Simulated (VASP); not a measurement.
Input of a VASP 6.6.1 run:

Contents of INCAR:

```
PREC = Accurate ; ENCUT = 500
EDIFF = 1E-7 ; ISMEAR = -1
SIGMA = 0.1 ; LREAL = False
LASPH = True ; NELM = 120
ALGO = Normal ; ISIF = 3
LWAVE = False ; LCHARG = False
GGA = CA ; IBRION = 2
NSW = 80 ; EDIFFG = -0.03
GGA_COMPAT = False ; NELMIN = 4
```

The input KPOINTS:

```
Automatic mesh
0
Gamma
  5 5 5
```

File POSCAR:

```
Pd
1.0
    0.0000000000      2.8070902001      2.8070902001
    2.8070902001      0.0000000000      2.8070902001
    2.8070902001      2.8070902001      0.0000000000
Pd
2
Direct
    0.0000000000      0.0000000000      0.0000000000
    0.2500000000      0.2500000000      0.2500000000
```

Potentials or basis: VASP PAW LDA potentials, release 64 (Pd).

The run is started by

```console
$ cat potpaw_LDA.64/Pd/POTCAR > POTCAR
$ mpirun -np 1 vasp_std > vasp.out
```

(1) What does it give for the relaxed volume?

(2) Estimate the space group after relaxing (to 0.05 Å).

(3) Predict the relaxed cell.

(4) Predict the band gap on the k mesh.

Answers

(1) 22.32 Å³/atom.

(2) Fd-3m (No. 227).

(3) a = 3.982 Å, b = 3.982 Å, c = 3.982 Å, α = 60.00°, β = 60.00°, γ = 60.00°.

(4) zero (band 10 reaches 4.75 eV, above the bottom of band 11 at 4.38 eV).

Caveat: the k points lie up to 0.39 Å⁻¹ apart in the final cell.
